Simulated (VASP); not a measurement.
# AlN (P6_3mc) in VASP: notebook

The runs below take AlN through single point, relaxation of cell and atoms, with PBEsol.

Everything below comes from runs of VASP 6.6.1. Logs are shortened: lines on timing, memory, paths and dates and some standing lists are left out, and cuts for length are marked.

## Step 1: The cell of the first run

It takes space group P6_3mc (No. 186, hexagonal). The conventional cell has a = 3.114 Å, b = 3.114 Å, c = 4.983 Å, α = 90.00°, β = 90.00°, γ = 120.00°. Al (site symmetry 3m) has 4 N at 1.89 to 1.90 Å within 2.5 Å. N (site symmetry 3m) has 4 Al at 1.89 to 1.90 Å within 2.5 Å.

## Step 2: Single point, PBEsol

File INCAR:

```
PREC = Accurate
ENCUT = 520
EDIFF = 1E-6
ISMEAR = -1
SIGMA = 0.03
LREAL = False
LASPH = True
NELM = 100
ALGO = Normal
ISIF = 2
LWAVE = False
LCHARG = False
GGA = PS
NBANDS = 16
```

File KPOINTS:

```
regular mesh
0
Gamma
  9 9 4
```

File POSCAR:

```
AlN
1.0
    3.1137271412      0.0000000000      0.0000000000
   -1.5568635706      2.6965668048      0.0000000000
    0.0000000000      0.0000000000      4.9834369472
Al N
2 2
Direct
    0.3333333333      0.6666666667     -0.0034854754
    0.6666666667      0.3333333333      0.4965145246
    0.3333333333      0.6666666667      0.3784854754
    0.6666666667      0.3333333333      0.8784854754
```

Potentials or basis: VASP PAW PBE potentials, release 64 (Al, N).

The run is started by

```bash
> cat potpaw_PBE.64/Al/POTCAR potpaw_PBE.64/N/POTCAR > POTCAR
> mpirun -np 1 vasp_std > vasp.out
```

OUTCAR:

```text
PREC = Accurate
   ENCUT = 520
   EDIFF = 1E-6
   ISMEAR = -1
   LREAL = False
   LASPH = True
   NELM = 100
   ISIF = 2
   GGA = PS

 ion  position               nearest neighbor table
   1  0.333  0.667  0.997-   4 1.89   4 1.89   4 1.89   3 1.90   2 3.07   2 3.07   2 3.07   2 3.07
                             2 3.07   2 3.07
   2  0.667  0.333  0.497-   3 1.89   3 1.89   3 1.89   4 1.90   1 3.07   1 3.07   1 3.07   1 3.07
                             1 3.07   1 3.07
   3  0.333  0.667  0.378-   2 1.89   2 1.89   2 1.89   1 1.90
   4  0.667  0.333  0.878-   1 1.89   1 1.89   1 1.89   2 1.90

  LATTYP: Found a hexagonal cell.
 ALAT       =     3.1137271412
 C/A-ratio  =     1.6004732339

  Lattice vectors:

 A1 = (   3.1137271412,   0.0000000000,   0.0000000000)
 A2 = (  -1.5568635706,   2.6965668048,   0.0000000000)
 A3 = (   0.0000000000,   0.0000000000,   4.9834369472)

Analysis of symmetry for initial positions (statically):
=====================================================================
 Subroutine PRICEL returns:
 Original cell was already a primitive cell.

 Routine SETGRP: Setting up the symmetry group for a
 hexagonal supercell.

 Subroutine GETGRP returns: Found 12 space group operations
 (whereof  6 operations were pure point group operations)
 out of a pool of 24 trial point group operations.

The static configuration has the point symmetry C_3v.
 The point group associated with its full space group is C_6v.

Analysis of symmetry for dynamics (positions and initial velocities):
=====================================================================
 Subroutine PRICEL returns:
 Original cell was already a primitive cell.

 Routine SETGRP: Setting up the symmetry group for a
 hexagonal supercell.

 Subroutine GETGRP returns: Found 12 space group operations
 (whereof  6 operations were pure point group operations)
 out of a pool of 24 trial point group operations.

The dynamic configuration has the point symmetry C_3v.
 The point group associated with its full space group is C_6v.

 Subroutine INISYM returns: Found 12 space group operations
 (whereof  6 operations are pure point group operations),
 and found     1 'primitive' translations

----------------------------------------------------------------------------------------

                                     Primitive cell

  volume of cell :      41.8428

  direct lattice vectors                    reciprocal lattice vectors
[... 82 lines left out ...]
   PREC   = accura    normal or accurate (medium, high low for compatibility)
   ISTART =      0    job   : 0-new  1-cont  2-samecut
   ICHARG =      2    charge: 1-file 2-atom 10-const
   ISPIN  =      1    spin polarized calculation?
   LNONCOLLINEAR =      F non collinear calculations
   LSORBIT =      F    spin-orbit coupling
   LASPH  =      T    aspherical Exc in radial PAW
   ENCUT  =  520.0 eV  38.22 Ry    6.18 a.u.   5.79  5.79  9.27*2*pi/ulx,y,z
   NELM   =    100;   NELMIN=  2; NELMDL= -5     # of ELM steps
   EDIFF  = 0.1E-05   stopping-criterion for ELM
   LREAL  =      F    real-space projection
[... 7 lines left out ...]
   TEBEG  =    0.0;   TEEND  =   0.0 temperature during run
   PSTRESS=    0.0 pullay stress
   NELECT =      16.0000    total number of electrons
   NUPDOWN=      -1.0000    fix difference up-down
   EMIN   =  10.00;   EMAX   =-10.00  energy-range for DOS
   EFERMI =   0.00;   METHOD = LEGACY
   ISMEAR =    -1;   SIGMA  =   0.03  broadening in eV -4-tet -1-fermi 0-gaus
   EFERMI_NEDOS =   21; number of points for ismear=-14 and -15
   IALGO  =     38    algorithm
   IMIX   =      4    mixing-type and parameters
     AMIX     =   0.40;   BMIX     =  1.00
     AMIX_MAG =   1.60;   BMIX_MAG =  1.00
  volume/ion in A,a.u.               =      10.46        70.59
  Fermi-wavevector in a.u.,A,eV,Ry     =   1.188250  2.245467 19.210593  1.411939
  Thomas-Fermi vector in A             =   2.324384
   LORBIT       =      0    0 simple, 1 ext, 2 COOP (PROOUT), +10 PAW based schemes
   GGA     = PS    functional components
   LHFCALC =     F    Hartree Fock is set to
   AEXX    =    0.0000 exact exchange contribution
   IVDW    =     0    specifies the selected vdW correction
   LEPSILON=     F    determine dielectric tensor
   LRPA    =     F    only Hartree local field effects (RPA)
 non-spin polarized calculation
  energy-cutoff  :      520.00
  volume of cell :       41.84
 maximum number of plane-waves:      1152
 NGX is ok and might be reduce to    24
   NGX = 11   NGY = 11   NGZ = 19

 number of electron      15.9999997 magnetization

 Free energy of the ion-electron system (eV)
  ---------------------------------------------------
  ext. energy  EPLUGINS =         0.00000000
  ---------------------------------------------------
  free energy    TOTEN  =       -31.31242087 eV

  energy without entropy =      -31.31242087  energy(sigma->0) =      -31.31242087

 E-fermi :   6.6849     XC(G=0): -11.0995

 val. band max:        6.0507516057   @ k =   0.0000   0.0000   0.0000
 cond. band min:      10.1628869243   @ k =   0.0000   0.0000   0.0000
 fundamental gap:      4.1121353186
 Fermi energy:         6.6849340561

 k-point     1 :       0.0000    0.0000    0.0000
  band No.  band energies     occupation
      1      -9.1108      2.00000
      2      -6.9310      2.00000
      3       0.0008      2.00000
      4       5.1729      2.00000
      5       5.1729      2.00000
      6       5.8270      2.00000
[... 433 lines left out ...]
      3       1.4236      2.00000
      4       1.5734      2.00000
      5       1.5734      2.00000
      6       3.0611      2.00000
[... 8 lines left out ...]
     15      18.9791      0.00000
     16      21.3616      0.00000

 [... further k-points ...]
[... 5 lines left out ...]
  --------------------------------------------------------------------------------------
  -------------------------------------------------------------------------------------
  Total       -0.0011376     -0.0011376      0.0031920      0.0000000      0.0000000      0.0000000
  in kB       -0.0435601     -0.0435601      0.1222242      0.0000000      0.0000000      0.0000000
  external PRESSURE =       0.0117013 kB  Pullay stress =       0.0000000 kB

 VOLUME and BASIS-vectors are now :
 -----------------------------------------------------------------------------
  energy-cutoff  :      520.00
  volume of cell :       41.84
      direct lattice vectors                 reciprocal lattice vectors
     3.113727141  0.000000000  0.000000000     0.321158520  0.185420958  0.000000000
    -1.556863571  2.696566805  0.000000000     0.000000000  0.370841916  0.000000000
     0.000000000  0.000000000  4.983436947     0.000000000  0.000000000  0.200664724

 POSITION                                       TOTAL-FORCE (eV/Angst)
 -----------------------------------------------------------------------------------
     -0.00000      1.79771      4.96607         0.000000     -0.000000     -0.001200
      1.55686      0.89886      2.47435        -0.000000      0.000000     -0.001200
     -0.00000      1.79771      1.88616        -0.000000     -0.000000      0.001200
      1.55686      0.89886      4.37788         0.000000     -0.000000      0.001200
 -----------------------------------------------------------------------------------
    total drift:                               -0.000000     -0.000000      0.000436

  FREE ENERGIE OF THE ION-ELECTRON SYSTEM (eV)
  ---------------------------------------------------
  free  energy   TOTEN  =       -31.3124208737 eV

  energy  without entropy=      -31.3124208737  energy(sigma->0) =      -31.31242087
```

Run time: 34 s. Hardware: 1 thread of Intel Xeon 8259CL, shared host; peak memory 0.16 GiB.

What came out:

```
Free energy            : -31.3124 eV
Pressure               : 0.0 GPa
Band gap on the k mesh : 4.11 eV
```

Caveat: the PAW data sets were made with another functional, which shifts forces and pressure a little.

## Step 3: Relaxation of cell and atoms, PBEsol

This run uses another cell than the first one, of 8.85 Å³/atom.

File INCAR:

```
SYSTEM = AlN
ALGO = Normal
EDIFF = 1E-7
EDIFFG = -0.01
ENCUT = 600
GGA = PS
IBRION = 2
ISIF = 3
ISMEAR = -1
LASPH = .TRUE.
LCHARG = .FALSE.
LREAL = .FALSE.
LWAVE = .FALSE.
NELM = 80
NSW = 100
PREC = Accurate
SIGMA = 0.03
```

File KPOINTS:

```
k-points
0
G
  9 9 4
  0 0 0
```

File POSCAR:

```
AlN
1.0
    2.9251806508      0.0000000000      0.0000000000
   -1.4625903254      2.5332807543      0.0000000000
    0.0000000000      0.0000000000      4.7768200028
Al N
2 2
Direct
    0.3333333333      0.6666666667      0.0000000000
    0.6666666667      0.3333333333      0.5000000000
    0.3333333333      0.6666666667      0.3750000000
    0.6666666667      0.3333333333      0.8750000000
```

Potentials or basis: VASP PAW PBE potentials, release 64 (Al, N).

The run is started by

```bash
> cat potpaw_PBE.64/Al/POTCAR potpaw_PBE.64/N/POTCAR > POTCAR
> mpirun -np 1 vasp_std > vasp.out
```

Run time: 2.4 min. Hardware: 1 thread of Intel Xeon 8259CL, shared host; peak memory 0.17 GiB.

The run converged. Its results:

* Free energy: -31.3089 eV
* Relaxed volume: 10.46 Å³/atom
* Relaxed cell: a = 3.114 Å, b = 3.114 Å, c = 4.985 Å, α = 90.00°, β = 90.00°, γ = 120.00°
* Space group after relaxing (to 0.1 Å): P6_3mc (No. 186)
* Energy gained by relaxing: 211.3 meV/atom
* Ionic steps: 9
* Pressure after relaxing: 0.0 GPa
* Band gap on the k mesh: 4.11 eV

Forces in eV/Å, atoms in the order of the input:
```
Al   0.000  0.000 -0.003
Al   0.000  0.000 -0.003
N    0.000  0.000  0.003
N    0.000  0.000  0.003
```

The path:
```csv
step,energy change (eV),largest force (eV/Å),pressure (GPa),volume (Å³)
1,0.0000,0.2877,47.15,35.40
2,-0.0175,0.0307,-26.39,50.48
3,-0.8394,0.0887,-1.19,42.12
4,-0.8401,0.0922,-0.31,41.94
5,-0.8400,0.0951,0.36,41.80
6,-0.8438,0.0867,0.39,41.78
7,-0.8447,0.0833,0.41,41.76
8,-0.8450,0.0560,-0.39,41.92
9,-0.8453,0.0026,-0.04,41.85
```

Final structure:
```
Al N
1.0
     3.11352    0.00000    0.00000
    -1.55676    2.69639    0.00000
     0.00000    0.00000    4.98497
Al N
2 2
Direct
  0.33333 0.66667 0.99656
  0.66667 0.33333 0.49656
  0.33333 0.66667 0.37844
  0.66667 0.33333 0.87844
```

Levels at points of the mesh, in eV from the valence-band top:
```csv
k point,band 6,band 7,band 8,band 9,band 10,band 11
"(0.00, 0.00, 0.00)",-0.22,-0.22,0.00,4.11,6.55,10.49
"(0.00, 0.00, 0.50)",-0.56,-0.56,-0.56,6.37,6.37,10.20
```

Caveat: the volume moved by over 15 % at a fixed basis, so the end points are rough; the PAW data sets were made with another functional, which shifts forces and pressure a little.
